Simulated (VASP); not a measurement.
# C (Fd-3m) in VASP: further runs

The runs below take C through single point, with PBE-based screened hybrid with 5 % exact exchange, PBE-based screened hybrid with 20 % exact exchange, PBE-based screened hybrid with 35 % exact exchange.

Program: VASP 6.6.1. These are calculated values, not measurements. Logs are shortened: lines on timing, memory, paths and dates and some standing lists are left out, and cuts for length are marked.

## Step 1: The cell of the first run

Symmetry: Fd-3m, No. 227, cubic system. The conventional cell has a = 3.567 Å, b = 3.567 Å, c = 3.567 Å, α = 90.00°, β = 90.00°, γ = 90.00°. Within 2.1 Å of C (site symmetry -43m) lie 4 C at 1.54 Å.

## Step 2: Single point, PBE-based screened hybrid with 5 % exact exchange

POSCAR reads:

```
C
1.0
    0.0000000000      1.7833700000      1.7833700000
    1.7833700000      0.0000000000      1.7833700000
    1.7833700000      1.7833700000      0.0000000000
C
2
Direct
    0.5000000000      0.5000000000      0.5000000000
    0.7500000000      0.7500000000      0.7500000000
```

INCAR.step1 reads:

```
SYSTEM = C
PREC = Accurate
ENCUT = 520
EDIFF = 1E-5
ISMEAR = 0
SIGMA = 0.01
LREAL = .False.
LASPH = .True.
NELM = 120
ALGO = Normal
ISIF = 2
LWAVE = .True.
LCHARG = .False.
GGA = PE
NBANDS = 11
GGA_COMPAT = .False.
```

INCAR.step2 reads:

```
SYSTEM = C
PREC = Accurate
ENCUT = 520
EDIFF = 1E-6
ISMEAR = 0
SIGMA = 0.01
LREAL = .False.
LASPH = .True.
NELM = 120
ALGO = Normal
ISIF = 2
LWAVE = .False.
LCHARG = .False.
GGA = PE
LHFCALC = .True.
AEXX = 0.05
HFSCREEN = 0.20786987370883472
PRECFOCK = Normal
ISTART = 1
NBANDS = 11
GGA_COMPAT = .False.
```

KPOINTS reads:

```
Automatic mesh
0
Gamma
  6 6 6
  0 0 0
```

Potentials or basis: VASP PAW PBE potentials, release 64 (C).

The run is started by

```console
cat potpaw_PBE.64/C/POTCAR > POTCAR
cp INCAR.step1 INCAR
mpirun -np 1 vasp_std > vasp.out
cp INCAR.step2 INCAR
mpirun -np 1 vasp_std > vasp.out
```

OUTCAR:

```text
SYSTEM = C
   PREC = Accurate
   ENCUT = 520
   EDIFF = 1E-6
   ISMEAR = 0
   LREAL = .False.
   LASPH = .True.
   NELM = 120
   ISIF = 2
   GGA = PE
   LHFCALC = .True.
   AEXX = 0.05
   HFSCREEN = 0.20786987370883472
   PRECFOCK = Normal
   ISTART = 1

 ion  position               nearest neighbor table
   1  0.500  0.500  0.500-   2 1.54   2 1.54   2 1.54   2 1.54
   2  0.750  0.750  0.750-   1 1.54   1 1.54   1 1.54   1 1.54

  LATTYP: Found a face centered cubic cell.
 ALAT       =     3.5667400000

  Lattice vectors:

 A1 = (   0.0000000000,   1.7833700000,   1.7833700000)
 A2 = (   1.7833700000,   0.0000000000,   1.7833700000)
 A3 = (   1.7833700000,   1.7833700000,   0.0000000000)

Analysis of symmetry for initial positions (statically):
=====================================================================
 Subroutine PRICEL returns:
 Original cell was already a primitive cell.

 Routine SETGRP: Setting up the symmetry group for a
 face centered cubic supercell.

 Subroutine GETGRP returns: Found 48 space group operations
 (whereof 24 operations were pure point group operations)
 out of a pool of 48 trial point group operations.

The static configuration has the point symmetry T_d .
 The point group associated with its full space group is O_h .

Analysis of symmetry for dynamics (positions and initial velocities):
=====================================================================
 Subroutine PRICEL returns:
 Original cell was already a primitive cell.

 Routine SETGRP: Setting up the symmetry group for a
 face centered cubic supercell.

 Subroutine GETGRP returns: Found 48 space group operations
 (whereof 24 operations were pure point group operations)
 out of a pool of 48 trial point group operations.

The dynamic configuration has the point symmetry T_d .
 The point group associated with its full space group is O_h .

 Subroutine INISYM returns: Found 48 space group operations
 (whereof 24 operations are pure point group operations),
 and found     1 'primitive' translations

----------------------------------------------------------------------------------------

                                     Primitive cell

  volume of cell :      11.3437

  direct lattice vectors                    reciprocal lattice vectors
     0.000000000  1.783370000  1.783370000    -0.280368067  0.280368067  0.280368067
     1.783370000  0.000000000  1.783370000     0.280368067 -0.280368067  0.280368067
     1.783370000  1.783370000  0.000000000     0.280368067  0.280368067 -0.280368067

  length of vectors
     2.522066041  2.522066041  2.522066041     0.485611737  0.485611737  0.485611737

  position of ions in fractional coordinates (direct lattice)
     0.500000000  0.500000000  0.500000000
     0.750000000  0.750000000  0.750000000

  ion indices of the primitive-cell ions
   primitive index   ion index
                 1           1
                 2           2

----------------------------------------------------------------------------------------

 KPOINTS: Automatic mesh

Automatic generation of k-mesh.
 Grid dimensions read from file:
 generate k-points for:    6    6    6

 Generating k-lattice:

  Cartesian coordinates                     Fractional coordinates (reciprocal lattice)
    -0.046728011  0.046728011  0.046728011     0.166666667  0.000000000  0.000000000
     0.046728011 -0.046728011  0.046728011     0.000000000  0.166666667  0.000000000
     0.046728011  0.046728011 -0.046728011     0.000000000  0.000000000  0.166666667

  Length of vectors
     0.080935290  0.080935290  0.080935290

  Shift w.r.t. Gamma in fractional coordinates (k-lattice)
     0.000000000  0.000000000  0.000000000

 Subroutine IBZKPT returns following result:
 ===========================================

 Found     16 irreducible k-points:

 Following reciprocal coordinates:
            Coordinates               Weight
  0.000000  0.000000  0.000000      1.000000
  0.166667  0.000000  0.000000      8.000000
  0.333333  0.000000  0.000000      8.000000
  0.500000  0.000000  0.000000      4.000000
  0.166667  0.166667  0.000000      6.000000
  0.333333  0.166667  0.000000     24.000000
[... 8 lines left out ...]
 -0.333333  0.333333  0.166667     24.000000
 -0.333333  0.500000  0.166667     12.000000
   k-points           NKPTS =     16   k-points in BZ     NKDIM =    216   number of bands    NBANDS=     11
   number of dos      NEDOS =    301   number of ions     NIONS =      2
   total plane-waves  NPLWV =   8000
   dimension x,y,z NGX =    20 NGY =   20 NGZ =   20
   dimension x,y,z NGXF=    40 NGYF=   40 NGZF=   40
   ions per type =               2
   NGX,Y,Z   is equivalent  to a cutoff of  13.18, 13.18, 13.18 a.u.
   NGXF,Y,Z  is equivalent  to a cutoff of  26.37, 26.37, 26.37 a.u.
 SYSTEM =  C
   PREC   = accura    normal or accurate (medium, high low for compatibility)
   ISTART =      1    job   : 0-new  1-cont  2-samecut
   ICHARG =      0    charge: 1-file 2-atom 10-const
   ISPIN  =      1    spin polarized calculation?
   LNONCOLLINEAR =      F non collinear calculations
   LSORBIT =      F    spin-orbit coupling
   LASPH  =      T    aspherical Exc in radial PAW
   ENCUT  =  520.0 eV  38.22 Ry    6.18 a.u.   4.69  4.69  4.69*2*pi/ulx,y,z
   NELM   =    120;   NELMIN=  2; NELMDL=  0     # of ELM steps
   EDIFF  = 0.1E-05   stopping-criterion for ELM
   LREAL  =      F    real-space projection
   EDIFFG = 0.1E-04   stopping-criterion for IOM
   NSW    =      0    number of steps for IOM
   IBRION =     -1    ionic relax: 0-MD 1-quasi-New 2-CG
   NFREE  =      0    steps in history (QN), initial steepest desc. (CG)
   ISIF   =      2    stress and relaxation
   ISYM   =      3    0-nonsym 1-usesym 2-fastsym
   POTIM  = 0.5000    time-step for ionic-motion
   TEBEG  =    0.0;   TEEND  =   0.0 temperature during run
   PSTRESS=    0.0 pullay stress
   NELECT =       8.0000    total number of electrons
   NUPDOWN=      -1.0000    fix difference up-down
   EMIN   =  10.00;   EMAX   =-10.00  energy-range for DOS
   EFERMI =   0.00;   METHOD = LEGACY
   ISMEAR =     0;   SIGMA  =   0.01  broadening in eV -4-tet -1-fermi 0-gaus
   EFERMI_NEDOS =   21; number of points for ismear=-14 and -15
   IALGO  =     38    algorithm
   IMIX   =      1    mixing-type and parameters
     AMIX     =   0.40;   BMIX     =  1.00
     AMIX_MAG =   1.60;   BMIX_MAG =  1.00
  volume/ion in A,a.u.               =       5.67        38.28
  Fermi-wavevector in a.u.,A,eV,Ry     =   1.457203  2.753714 28.891161  2.123440
  Thomas-Fermi vector in A             =   2.574032
   LORBIT       =      0    0 simple, 1 ext, 2 COOP (PROOUT), +10 PAW based schemes
   GGA     = PE    functional components
   LHFCALC =     T    Hartree Fock is set to
   PRECFOCK=normal    Normal, Fast or Accurate (Low or Medium for compatibility)
   ENCUT4O =  -1.0   cutoff for four orbital integrals eV
   NKREDX  =     1    reduce k-point grid by
   NKREDY  =     1    reduce k-point grid by
   NKREDZ  =     1    reduce k-point grid by
   AEXX    =    0.0500 exact exchange contribution
   HFSCREEN=    0.2079 screening length (either q_TF or 0.3 A-1)
   HFSCREENC=   0.2079 screening length for correlation (either q_TF or 0.3 A-1)
   ENCUTFOCK=  -1.0 apply spherical cutoff to Coloumb kernel
   IVDW    =     0    specifies the selected vdW correction
   LEPSILON=     F    determine dielectric tensor
   LRPA    =     F    only Hartree local field effects (RPA)
 non-spin polarized calculation
 Gauss-broadening in eV      SIGMA  =   0.01
  energy-cutoff  :      520.00
  volume of cell :       11.34
 maximum number of plane-waves:       310
  NGX = 16; NGY = 16; NGZ = 16

 number of electron       7.9999999 magnetization

 Free energy of the ion-electron system (eV)
  ---------------------------------------------------
  ext. energy  EPLUGINS =         0.00000000
  ---------------------------------------------------
  free energy    TOTEN  =       -18.74435031 eV

  energy without entropy =      -18.74435031  energy(sigma->0) =      -18.74435031

 E-fermi :   9.6809     XC(G=0): -12.7644

 val. band max:        9.6130143659   @ k =   0.0000   0.0000   0.0000
 cond. band min:      13.9939948286   @ k =   0.3333   0.3333   0.0000
 fundamental gap:      4.3809804627
 Fermi energy:         9.6809256745

 k-point     1 :       0.0000    0.0000    0.0000
  band No.  band energies     occupation
      1     -12.2803      2.00000
      2       9.6130      2.00000
      3       9.6130      2.00000
      4       9.6130      2.00000
      5      15.4738      0.00000
      6      15.4738      0.00000
      7      15.4738      0.00000
      8      23.3285      0.00000
      9      29.2131      0.00000
     10      36.4949      0.00000
     11      36.4949      0.00000

 k-point     2 :       0.1667    0.0000    0.0000
  band No.  band energies     occupation
      1     -11.5005      2.00000
      2       5.7898      2.00000
      3       8.5747      2.00000
      4       8.5747      2.00000
      5      16.8370      0.00000
      6      16.8370      0.00000
      7      17.2921      0.00000
      8      23.9795      0.00000
      9      30.2312      0.00000
     10      32.7440      0.00000
     11      32.7440      0.00000

 k-point     3 :       0.3333    0.0000    0.0000
  band No.  band energies     occupation
      1      -9.2136      2.00000
      2       0.0589      2.00000
      3       7.2505      2.00000
      4       7.2505      2.00000
      5      18.2013      0.00000
      6      18.2013      0.00000
      7      18.4779      0.00000
      8      25.2660      0.00000
      9      30.9235      0.00000
     10      33.1844      0.00000
     11      33.1844      0.00000

 k-point     4 :       0.5000    0.0000    0.0000
  band No.  band energies     occupation
      1      -6.4153      2.00000
      2      -4.0124      2.00000
      3       6.7585      2.00000
      4       6.7585      2.00000
      5      18.3808      0.00000
      6      18.3808      0.00000
      7      18.7570      0.00000
      8      25.6953      0.00000
      9      31.9091      0.00000
     10      34.2112      0.00000
     11      35.9531      0.00000

 k-point     5 :       0.1667    0.1667    0.0000
  band No.  band energies     occupation
      1     -11.2412      2.00000
      2       7.0004      2.00000
      3       7.0004      2.00000
      4       7.3238      2.00000
      5      14.7935      0.00000
      6      18.9635      0.00000
      7      18.9635      0.00000
      8      22.6619      0.00000
      9      29.8068      0.00000
     10      30.8236      0.00000
     11      37.8051      0.00000
[... 99 lines left out ...]
 k-point    13 :       0.5000    0.5000    0.0000
  band No.  band energies     occupation
      1      -3.4153      2.00000
      2      -3.4153      2.00000
      3       3.1974      2.00000
      4       3.1974      2.00000
      5      14.5973      0.00000
      6      14.5973      0.00000
      7      26.9014      0.00000
      8      26.9014      0.00000
      9      33.3072      0.00000
     10      33.3072      0.00000
     11      42.3609      0.00000

 k-point    14 :       0.5000    0.3333    0.1667
  band No.  band energies     occupation
      1      -7.2395      2.00000
      2       0.7386      2.00000
      3       2.1696      2.00000
      4       4.7209      2.00000
      5      17.6032      0.00000
      6      19.9013      0.00000
      7      21.3941      0.00000
      8      24.1978      0.00000
      9      30.6833      0.00000
     10      32.0756      0.00000
     11      37.1251      0.00000

 k-point    15 :      -0.3333    0.3333    0.1667
  band No.  band energies     occupation
      1      -4.6031      2.00000
      2      -2.3318      2.00000
      3       1.6406      2.00000
      4       3.5812      2.00000
      5      18.6900      0.00000
      6      19.9762      0.00000
      7      23.7707      0.00000
      8      24.0184      0.00000
      9      28.1105      0.00000
     10      33.4701      0.00000
     11      37.3185      0.00000

 k-point    16 :      -0.3333    0.5000    0.1667
  band No.  band energies     occupation
      1      -2.8645      2.00000
      2      -2.8645      2.00000
      3       1.6641      2.00000
      4       1.6641      2.00000
      5      18.1122      0.00000
      6      18.1122      0.00000
      7      24.5430      0.00000
      8      24.5430      0.00000
      9      31.7443      0.00000
     10      31.7443      0.00000
     11      40.6898      0.00000

------------------------ aborting loop because EDIFF is reached ----------------------------------------

  FORCE on cell =-STRESS in cart. coord.  units (eV):
  Direction    XX          YY          ZZ          XY          YZ          ZX
  --------------------------------------------------------------------------------------
  -------------------------------------------------------------------------------------
  Total        0.0357540      0.0357540      0.0357540      0.0000000     -0.0000000      0.0000000
  in kB        5.0498731      5.0498731      5.0498731      0.0000000     -0.0000000      0.0000000
  external PRESSURE =       5.0498731 kB  Pullay stress =       0.0000000 kB

 VOLUME and BASIS-vectors are now :
 -----------------------------------------------------------------------------
  energy-cutoff  :      520.00
  volume of cell :       11.34
      direct lattice vectors                 reciprocal lattice vectors
     0.000000000  1.783370000  1.783370000    -0.280368067  0.280368067  0.280368067
     1.783370000  0.000000000  1.783370000     0.280368067 -0.280368067  0.280368067
     1.783370000  1.783370000  0.000000000     0.280368067  0.280368067 -0.280368067

 POSITION                                       TOTAL-FORCE (eV/Angst)
 -----------------------------------------------------------------------------------
      1.78337      1.78337      1.78337        -0.000000     -0.000000     -0.000000
      2.67505      2.67505      2.67505         0.000000      0.000000      0.000000
 -----------------------------------------------------------------------------------
    total drift:                               -0.000000      0.000000     -0.000000

  FREE ENERGIE OF THE ION-ELECTRON SYSTEM (eV)
  ---------------------------------------------------
  free  energy   TOTEN  =       -18.7443503130 eV

  energy  without entropy=      -18.7443503130  energy(sigma->0) =      -18.74435031
```

It took 81 s on 1 thread of Intel Xeon 8259CL, shared host; peak memory 0.21 GiB.

Results:

```yaml
Free_energy: -18.7444 eV
Pressure: 0.5 GPa
Band_gap_on_the_k_mesh: 4.38 eV (least direct gap 5.86 eV)
```

Caveat: the k points lie up to 0.51 Å⁻¹ apart; the PAW data sets were made with another functional, which shifts forces and pressure a little. A k mesh can miss the band edges.

## Step 3: Single point, PBE-based screened hybrid with 20 % exact exchange

POSCAR is that of step 2.

Edit INCAR.step1 of step 2 so:

```diff
@@ -13,4 +13,4 @@
 LCHARG = .False.
+NBANDS = 11
 GGA = PE
-NBANDS = 11
 GGA_COMPAT = .False.
```

Edit INCAR.step2 of step 2 so:

```diff
@@ -15,7 +15,7 @@
 LHFCALC = .True.
-AEXX = 0.05
+AEXX = 0.2
 HFSCREEN = 0.20786987370883472
 PRECFOCK = Normal
+NBANDS = 11
 ISTART = 1
-NBANDS = 11
 GGA_COMPAT = .False.
```

KPOINTS is that of step 2.

Potentials or basis: VASP PAW PBE potentials, release 64 (C).

The run is started by

```console
cat potpaw_PBE.64/C/POTCAR > POTCAR
cp INCAR.step1 INCAR
mpirun -np 1 vasp_std > vasp.out
cp INCAR.step2 INCAR
mpirun -np 1 vasp_std > vasp.out
```

Wall time 94 s (1 thread of Intel Xeon 8259CL, shared host); peak memory 0.21 GiB.

Results (log left out):

```yaml
Free_energy: -20.4633 eV
Pressure: -5.4 GPa
Band_gap_on_the_k_mesh: 5.08 eV (least direct gap 6.69 eV)
```

Levels at points of the mesh, in eV from the valence-band top:
```tsv
k point	band 1	band 2	band 3	band 4	band 5	band 6	band 7	band 8	band 9
(0.00, 0.00, 0.00)	-23.13	0.00	0.00	0.00	6.69	6.69	6.69	14.88	20.53
(0.50, 0.00, 0.00)	-17.00	-14.37	-3.01	-3.01	9.71	9.71	10.04	17.23	23.50
(0.50, 0.50, 0.00)	-13.81	-13.81	-6.76	-6.76	5.68	5.68	18.74	18.74	25.07
```

Caveat: the k points lie up to 0.51 Å⁻¹ apart; the PAW data sets were made with another functional, which shifts forces and pressure a little. A k mesh can miss the band edges.

(Part 1 of 2 ends here.)
